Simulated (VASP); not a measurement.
# HfN (Fm-3m) in VASP: further runs, part 2 of 2

VASP 6.6.1. Earlier steps stand in the parts before.

### 4 Relaxation of cell and atoms, PBEsol, target pressure 1 GPa, at which the enthalpy is minimised

File INCAR:

```
PREC = Accurate
ENCUT = 600
EDIFF = 1E-6
ISMEAR = -1
SIGMA = 0.15
LREAL = F
LASPH = T
NELM = 80
ALGO = Normal
ISIF = 3
LWAVE = F
LCHARG = F
GGA = PS
IBRION = 2
NSW = 80
EDIFFG = -0.001
PSTRESS = 10.0
```

File KPOINTS:

```
Automatic mesh
0
Gamma
  16 16 16
```

File POSCAR:

```
HfN
1.0
    0.0000000000      2.2511619679      2.2511619679
    2.2511619679      0.0000000000      2.2511619679
    2.2511619679      2.2511619679      0.0000000000
Hf N
1 1
Direct
    0.0000000000      0.0000000000      0.0000000000
    0.5000000000      0.5000000000      0.5000000000
```

Potentials or basis: VASP PAW PBE potentials, release 64 (Hf_pv, N).

Started as:

```console
cat potpaw_PBE.64/Hf_pv/POTCAR potpaw_PBE.64/N/POTCAR > POTCAR
mpirun -np 1 vasp_std > vasp.out
```

OUTCAR:

```text
PREC = Accurate
   ENCUT = 600
   EDIFF = 1E-6
   ISMEAR = -1
   LREAL = F
   LASPH = T
   NELM = 80
   ISIF = 3
   GGA = PS
   IBRION = 2
   NSW = 80
   EDIFFG = -0.001
   PSTRESS = 10.0

 ion  position               nearest neighbor table
   1  0.000  0.000  0.000-   2 2.25   2 2.25   2 2.25   2 2.25   2 2.25   2 2.25
   2  0.500  0.500  0.500-   1 2.25   1 2.25   1 2.25   1 2.25   1 2.25   1 2.25

  LATTYP: Found a face centered cubic cell.
 ALAT       =     4.5023239358

  Lattice vectors:

 A1 = (   0.0000000000,   2.2511619679,   2.2511619679)
 A2 = (   2.2511619679,   0.0000000000,   2.2511619679)
 A3 = (   2.2511619679,   2.2511619679,   0.0000000000)

Analysis of symmetry for initial positions (statically):
=====================================================================
 Subroutine PRICEL returns:
 Original cell was already a primitive cell.

 Routine SETGRP: Setting up the symmetry group for a
 face centered cubic supercell.

 Subroutine GETGRP returns: Found 48 space group operations
 (whereof 48 operations were pure point group operations)
 out of a pool of 48 trial point group operations.

The static configuration has the point symmetry O_h .

Analysis of symmetry for dynamics (positions and initial velocities):
=====================================================================
 Subroutine PRICEL returns:
 Original cell was already a primitive cell.

 Routine SETGRP: Setting up the symmetry group for a
 face centered cubic supercell.

 Subroutine GETGRP returns: Found 48 space group operations
 (whereof 48 operations were pure point group operations)
 out of a pool of 48 trial point group operations.

The dynamic configuration has the point symmetry O_h .

 Subroutine INISYM returns: Found 48 space group operations
 (whereof 48 operations are pure point group operations),
 and found     1 'primitive' translations

----------------------------------------------------------------------------------------

                                     Primitive cell

  volume of cell :      22.8166

  direct lattice vectors                    reciprocal lattice vectors
     0.000000000  2.251161968  2.251161968    -0.222107519  0.222107519  0.222107519
     2.251161968  0.000000000  2.251161968     0.222107519 -0.222107519  0.222107519
     2.251161968  2.251161968  0.000000000     0.222107519  0.222107519 -0.222107519

  length of vectors
     3.183623786  3.183623786  3.183623786     0.384701508  0.384701508  0.384701508

  position of ions in fractional coordinates (direct lattice)
     0.000000000  0.000000000  0.000000000
     0.500000000  0.500000000  0.500000000

  ion indices of the primitive-cell ions
   primitive index   ion index
                 1           1
                 2           2

----------------------------------------------------------------------------------------

 KPOINTS: Automatic mesh

Automatic generation of k-mesh.
 Grid dimensions read from file:
 generate k-points for:   16   16   16
[... 48 lines left out ...]
   total plane-waves  NPLWV =  21952
   dimension x,y,z NGX =    28 NGY =   28 NGZ =   28
   dimension x,y,z NGXF=    56 NGYF=   56 NGZF=   56
   ions per type =               1   1
   NGX,Y,Z   is equivalent  to a cutoff of  14.62, 14.62, 14.62 a.u.
   NGXF,Y,Z  is equivalent  to a cutoff of  29.24, 29.24, 29.24 a.u.
 SYSTEM =  unknown system
   PREC   = accura    normal or accurate (medium, high low for compatibility)
   ISTART =      0    job   : 0-new  1-cont  2-samecut
   ICHARG =      2    charge: 1-file 2-atom 10-const
   ISPIN  =      1    spin polarized calculation?
   LNONCOLLINEAR =      F non collinear calculations
   LSORBIT =      F    spin-orbit coupling
   LASPH  =      T    aspherical Exc in radial PAW
   ENCUT  =  600.0 eV  44.10 Ry    6.64 a.u.   6.36  6.36  6.36*2*pi/ulx,y,z
   NELM   =     80;   NELMIN=  2; NELMDL= -5     # of ELM steps
   EDIFF  = 0.1E-05   stopping-criterion for ELM
   LREAL  =      F    real-space projection
   EDIFFG = -.1E-02   stopping-criterion for IOM
   NSW    =     80    number of steps for IOM
   IBRION =      2    ionic relax: 0-MD 1-quasi-New 2-CG
   NFREE  =      1    steps in history (QN), initial steepest desc. (CG)
   ISIF   =      3    stress and relaxation
   ISYM   =      2    0-nonsym 1-usesym 2-fastsym
   POTIM  = 0.5000    time-step for ionic-motion
   TEBEG  =    0.0;   TEEND  =   0.0 temperature during run
   PSTRESS=   10.0 pullay stress
   NELECT =      15.0000    total number of electrons
   NUPDOWN=      -1.0000    fix difference up-down
   EMIN   =  10.00;   EMAX   =-10.00  energy-range for DOS
   EFERMI =   0.00;   METHOD = LEGACY
   ISMEAR =    -1;   SIGMA  =   0.15  broadening in eV -4-tet -1-fermi 0-gaus
   EFERMI_NEDOS =   21; number of points for ismear=-14 and -15
   IALGO  =     38    algorithm
   IMIX   =      4    mixing-type and parameters
     AMIX     =   0.40;   BMIX     =  1.00
     AMIX_MAG =   1.60;   BMIX_MAG =  1.00
  volume/ion in A,a.u.               =      11.41        76.99
  Fermi-wavevector in a.u.,A,eV,Ry     =   1.423492  2.690011 27.569905  2.026331
  Thomas-Fermi vector in A             =   2.544084
   LORBIT       =      0    0 simple, 1 ext, 2 COOP (PROOUT), +10 PAW based schemes
   GGA     = PS    functional components
   LHFCALC =     F    Hartree Fock is set to
   AEXX    =    0.0000 exact exchange contribution
   IVDW    =     0    specifies the selected vdW correction
   LEPSILON=     F    determine dielectric tensor
   LRPA    =     F    only Hartree local field effects (RPA)
 conjugate gradient relaxation of ions
 non-spin polarized calculation
  energy-cutoff  :      600.00
  volume of cell :       22.82
 maximum number of plane-waves:       778
 NGX is ok and might be reduce to    28
   NGX = 13   NGY = 13   NGZ = 13

--------------------------------------- Ionic step        1  -------------------------------------------

 number of electron      15.0000002 magnetization

 Free energy of the ion-electron system (eV)
  ---------------------------------------------------
  ext. energy  EPLUGINS =         0.00000000
  ---------------------------------------------------
  free energy    TOTEN  =       -23.01652597 eV

  energy without entropy =      -22.97372969  energy(sigma->0) =      -22.99512783

------------------------ aborting loop because EDIFF is reached ----------------------------------------

  FORCE on cell =-STRESS in cart. coord.  units (eV):
  Direction    XX          YY          ZZ          XY          YZ          ZX
  --------------------------------------------------------------------------------------
  -------------------------------------------------------------------------------------
  Total       -0.3243221     -0.3243221     -0.3243221      0.0000000      0.0000000     -0.0000000
  in kB      -22.7738751    -22.7738751    -22.7738751      0.0000000      0.0000000     -0.0000000
  external PRESSURE =     -32.7738751 kB  Pullay stress =      10.0000000 kB
[... 139 lines left out ...]
--------------------------------------- Ionic step        5  -------------------------------------------

 number of electron      15.0000002 magnetization

 Free energy of the ion-electron system (eV)
  ---------------------------------------------------
  ext. energy  EPLUGINS =         0.00000000
  ---------------------------------------------------
  free energy    TOTEN  =       -23.01760177 eV

  energy without entropy =      -22.97537827  energy(sigma->0) =      -22.99649002

 E-fermi :   8.3892     XC(G=0): -13.0075

 val. band max:        8.3881715329   @ k =   0.3750   0.1250   0.0000
 cond. band min:       8.3914850931   @ k =   0.0625   0.0625   0.0000
 fundamental gap:      0.0033135602
 Fermi energy:         8.3891535268

 k-point     1 :       0.0000    0.0000    0.0000
  band No.  band energies     occupation
      1     -22.5804      2.00000
      2     -22.5804      2.00000
      3     -22.5804      2.00000
      4      -9.1759      2.00000
      5       5.3832      2.00000
      6       5.3832      2.00000
      7       5.3832      2.00000
      8       8.0088      1.85319
      9       8.0088      1.85319
     10       8.0088      1.85319
     11      10.4148      0.00000
[... 309 lines left out ...]
 k-point    24 :      -0.0625    0.0625    0.0000
  band No.  band energies     occupation
      1     -22.6868      2.00000
      2     -22.6068      2.00000
      3     -22.5823      2.00000
      4      -8.9251      2.00000
      5       4.3401      2.00000
      6       4.6875      2.00000
      7       5.0142      2.00000
      8       8.1874      1.58664
      9       8.1880      1.58523
     10       8.6489      0.30080
     11      10.5559      0.00000

 [... further k-points ...]

------------------------ aborting loop because EDIFF is reached ----------------------------------------

  FORCE on cell =-STRESS in cart. coord.  units (eV):
  Direction    XX          YY          ZZ          XY          YZ          ZX
  --------------------------------------------------------------------------------------
  -------------------------------------------------------------------------------------
  Total        0.1390508      0.1390508      0.1390508      0.0000000      0.0000000      0.0000000
  in kB        9.8746398      9.8746398      9.8746398      0.0000000      0.0000000      0.0000000
  external PRESSURE =      -0.1253602 kB  Pullay stress =      10.0000000 kB
[... 21 lines left out ...]
  energy  without entropy=      -22.9753782661  energy(sigma->0) =      -22.99649002

  enthalpy is  TOTEN    =       -22.8767857200 eV   P V=        0.1408160488

 reached required accuracy - stopping structural energy minimisation
```

CONTCAR:

```text
HfN
   1.00000000000000
     0.0000000000000000    2.2427330355967707    2.2427330355967707
     2.2427330355967707    0.0000000000000000    2.2427330355967707
     2.2427330355967707    2.2427330355967707    0.0000000000000000
  Hf              N
     1     1
Direct
     1.0000000000000000    0.0000000000000000    0.0000000000000000
     0.5000000000000000    0.5000000000000000    0.5000000000000000

  0.00000000E+00  0.00000000E+00  0.00000000E+00
  0.00000000E+00  0.00000000E+00  0.00000000E+00
```

Wall time 2.9 min (1 thread of Intel Xeon 8259CL, shared host); peak memory 0.21 GiB.

Results:

```yaml
Free_energy: -23.0176 eV
Relaxed_volume: 11.28 Å³/atom
Relaxed_cell: a = 3.172 Å, b = 3.172 Å, c = 3.172 Å, α = 60.00°, β = 60.00°, γ = 60.00°
Space_group_after_relaxing_to_0.1_Å: Fm-3m (No. 225)
Energy_change_on_relaxing_the_run_minimises_the_enthalpy: -0.5 meV/atom
Ionic_steps: 5
Pressure_after_relaxing: 1.0 GPa
Band_gap_on_the_k_mesh: zero (an odd number of electrons rules out a gap without spin polarisation)
```

The path:
| step | energy change (eV) | largest force (eV/Å) | pressure (GPa) | volume (Å³) |
| --- | --- | --- | --- | --- |
| 1 | 0.0000 | 0.0000 | -2.28 | 22.82 |
| 2 | 0.0129 | 0.0000 | 8.02 | 22.05 |
| 3 | -0.0011 | 0.0000 | 0.98 | 22.56 |
| 4 | -0.0010 | 0.0000 | 1.03 | 22.56 |
| 5 | -0.0011 | 0.0000 | 0.99 | 22.56 |

Final structure:
```
Hf N
1.0
     0.00000    2.24273    2.24273
     2.24273    0.00000    2.24273
     2.24273    2.24273    0.00000
Hf N
1 1
Direct
  0.00000 0.00000 0.00000
  0.50000 0.50000 0.50000
```

Caveat: the cell is relaxed towards a set pressure, so the run minimises the enthalpy, not the energy; the PAW data sets were made with another functional, which shifts forces and pressure a little; spin-orbit coupling is left out, which moves the levels of the heavy elements.

### 5 Overview

```tsv
task	cell	cutoff (eV)	gap on the mesh (eV)	pressure (GPa)
relaxation of cell and atoms	relaxed to 16 GPa from a = 3.184 Å, angles 60.0°, 2 atoms	600	none	16.0
single point	a = 3.180 Å, angles 60.0°, 2 atoms	520	none	-1.2
relaxation of cell and atoms	relaxed to 1 GPa from a = 3.184 Å, angles 60.0°, 2 atoms	600	none	1.0
```

Alike in all rows: level PBEsol; potentials or basis VASP PAW PBE potentials, release 64 (Hf_pv, N); no spin polarisation; k mesh 16 × 16 × 16; smearing fermi-dirac 0.15 eV.

Caveats: the PAW data sets were made with another functional, which shifts forces and pressure a little; spin-orbit coupling is left out, which moves the levels of the heavy elements; the cell is relaxed towards a set pressure, so the run minimises the enthalpy, not the energy (at least some runs).

Total energies depend on the potentials used, so only differences within one code and one set of settings carry meaning.
